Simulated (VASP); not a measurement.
A run of VASP 6.6.1:

The input INCAR:

```
SYSTEM = H22CO11
  PREC = Accurate
  ENCUT = 520
  EDIFF = 1E-6
  ISMEAR = -1
  SIGMA = 0.02
  LREAL = Auto
  LASPH = .True.
  NELM = 120
  ALGO = Normal
  ISIF = 2
  LWAVE = .False.
  LCHARG = .False.
  GGA = PE
  IVDW = 12
  NBANDS = 69
  GGA_COMPAT = .False.
```

The input KPOINTS:

```
Automatic mesh
0
Gamma
  1 1 1
  0 0 0
```

Contents of POSCAR:

```
H22CO11
1.0
    6.8746390000      0.0000000000      0.0000000000
    0.0000000000      6.8746390000      0.0000000000
    0.0000000000      0.0000000000      6.8746390000
O H C
11 22 1
Direct
    0.5445813227      0.5413666085      0.7144666069
    0.4425396010      0.1086893435      0.8658636475
    0.5144706507      0.8626634795      0.1756601328
    0.7291582874      0.1367489987      0.4614787773
    0.8863592692      0.8951015464      0.8087697405
    0.5584147764      0.4668608781      0.0778659068
    0.8711875634      0.6415173219      0.2009269141
    0.1567209565      0.4717484074      0.5512143983
    0.3521784926      0.2041707208      0.3227514928
    0.1655214187      0.8949269918      0.5160707348
   -0.0772986043      0.2584717539     -0.1749619144
    0.4194256600      0.4843454325      0.6592637082
    0.6516123974      0.5006517433      0.6324986665
    0.4608969286      0.0149971511      0.7635310014
    0.5645096419      0.1777838807      0.8703002441
    0.5277222557      0.7297546824      0.1308723265
    0.4690864495      0.9371255712      0.0605995457
    0.8354184125      0.1293158812      0.5585602386
    0.7327802958      0.0117969831      0.4041084921
    0.8210758412      0.7708041106      0.8127117657
    1.0034563269      0.8601760762      0.7298274135
    0.6783192543      0.5006371971      0.1395418727
    0.5816159947      0.4925494997     -0.0635524280
    0.8930796221      0.7789499929      0.1738854942
    0.9264050083      0.5987223475      0.3225332996
    0.0829716295      0.3847183830      0.6412845824
    0.2504131490      0.3804708873      0.4644025672
    0.4236877020      0.2673449471      0.2175823341
    0.4531147017      0.1233373854      0.3895040889
    0.2013778469      0.8018166481      0.4187419878
    0.1768092841      1.0232246377      0.4644752983
    0.0004654790      0.2163168131      0.0998452428
    0.1925046537      0.2529296447     -0.0788986884
    0.0456169408      0.2534387624     -0.0436822937
```

Potentials or basis: VASP PAW PBE potentials, release 64 (O, H, C).

The run is started by

```bash
$ cat potpaw_PBE.64/O/POTCAR potpaw_PBE.64/H/POTCAR potpaw_PBE.64/C/POTCAR > POTCAR
$ mpirun -np 1 vasp_gam > vasp.out
```

Hardware: 1 thread of Intel(R) Xeon(R) Platinum 8375C CPU @ 2.90GHz (Ice Lake) (shared host).

Estimate the wall time of this run.

It took 39 s on 1 thread of Intel(R) Xeon(R) Platinum 8375C CPU @ 2.90GHz (Ice Lake) (shared host), peak memory 0.39 GiB. Counts: scf iterations 15, k points 1.
